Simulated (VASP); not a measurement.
Ti2C: electric field gradients with LDA

Crystal: Ti2C.

```
Ti C
1.0
     1.28748    0.74332    3.10209
    -1.28748    0.74332    3.10209
     0.00000   -1.48665    3.10209
Ti C
2 1
Direct
  0.26490 0.26490 0.26490
  0.73510 0.73510 0.73510
  0.50000 0.50000 0.50000
```

- Program: VASP 6.6.1
- Task: electric field gradients
- Functional: LDA
- Potentials or basis: VASP PAW LDA potentials, release 64 (Ti_sv, C)
- Cutoff: 520 eV
- k mesh: 14 × 14 × 14
- Occupations: fermi-dirac, width 0.05 eV
- Spin: no spin polarisation
- Dipole correction: no
- Further INCAR settings: ALGO = Normal; EDIFF = 1e-08; NBANDS = 21

The pressure is 453.5 GPa and the largest force is 0.916 eV/Å. The band gap on the k mesh is zero (bands 14 and 15 overlap by 2.63 eV). The largest electric field gradient by atom is Ti +56.1; C -0.5 V/Å².

Forces in eV/Å, atoms in the order of the input:
```
Ti   0.000  0.000 -0.916
Ti   0.000  0.000  0.916
C    0.000  0.000  0.000
```

Stress tensor (GPa, compression positive):
```
452.35   0.00   0.00
  0.00 452.35   0.00
  0.00   0.00 455.80
```

Levels at points of the mesh, in eV from the Fermi level:
```csv
k point,band 12,band 13,band 14,band 15,band 16,band 17
"(0.00, 0.00, 0.00)",-7.09,-3.17,-3.17,2.67,5.30,5.30
"(0.50, 0.00, 0.00)",-4.05,-1.68,0.19,1.07,3.65,3.91
"(0.50, 0.50, 0.00)",-5.09,-3.17,0.67,2.23,4.64,4.75
"(0.50, 0.50, 0.50)",-4.45,-2.63,-1.71,-1.71,0.22,0.22
```

Electric field gradients, principal values (V/Å²):
| atom | least | middle | greatest (by size) |
| --- | --- | --- | --- |
| 1 Ti | -28.045 | -28.045 | 56.091 |
| 2 Ti | -28.045 | -28.045 | 56.091 |
| 3 C | 0.273 | 0.273 | -0.546 |

Run time: 6.6 min on 1 thread of AMD EPYC 7R13, with other jobs on the host, peak memory 0.19 GiB.

Caveat: the cell stands under pressure; without QUAD_EFG the Cq values of the log hold for a quadrupole moment of 1 mb, not for the nuclei.
